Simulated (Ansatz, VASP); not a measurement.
Two plane-wave programs on Hf

INCAR

```
SYSTEM = Hf
ALGO = Normal
EDIFF = 1E-6
ENCUT = 520
GGA = PS
ISIF = 2
ISMEAR = -1
LASPH = .TRUE.
LCHARG = .FALSE.
LREAL = .FALSE.
LWAVE = .FALSE.
NBANDS = 11
NELM = 100
PREC = Accurate
SIGMA = 0.1
```

File KPOINTS:

```
k-points
0
G
  14 14 14
  0 0 0
```

POSCAR

```
Hf
1.0
   -1.7690516088      1.7690516088      1.7690516088
    1.7690516088     -1.7690516088      1.7690516088
    1.7690516088      1.7690516088     -1.7690516088
Hf
1
Direct
    0.0000000000      0.0000000000      0.0000000000
```

Input for Ansatz:

```yaml
crystal:
  lattice:
    - [-1.7690516088, 1.7690516088, 1.7690516088]
    - [1.7690516088, -1.7690516088, 1.7690516088]
    - [1.7690516088, 1.7690516088, -1.7690516088]
  atoms:
    - { symbol: Hf, position: [0.0, 0.0, 0.0] }
hamiltonian:
  xc: pbesol
  pseudopotentials:
    kind: paw
    azcp:
      Hf: "pseudopotentials/Hf.paw.azcp"
basis:
  ecutwfc: 420
  fft_grid_basis: typed
kpoints:
  mp_grid: { grid: [14, 14, 14], shift: [0, 0, 0] }
magnetization:
  spin_polarized: false
scf:
  occupations: { method: fermi_dirac, width: 0.1 }
  lower_state_search: "off"
output:
  stress: true
```

Alike in both runs: task single point; functional PBEsol; k mesh 14 × 14 × 14; occupations fermi-dirac, width 0.1 eV; no spin polarisation.

|  | VASP | Ansatz |
| --- | --- | --- |
| version | VASP 6.6.1 | Ansatz 0.2.0 |
| potentials or method | VASP PAW PBE potentials, release 64 (Hf_pv), cutoff 520 eV | plane waves (420 eV) with PAW, scalar-relativistic |
| valence electrons in the cell | 10 | 26 |

Ansatz gave:

* pressure (GPa): -3.7

Problem. Estimate VASP's values.

Solution. Pressure (GPa): -4.0.

VASP's potentials were made for PBE, not for PBEsol, and Ansatz warns of the same on its side. VASP's potentials hold 10 valence electrons a cell and Ansatz's 26, so a difference there can come from the potentials and not from the codes.

Spin-orbit coupling is off throughout.
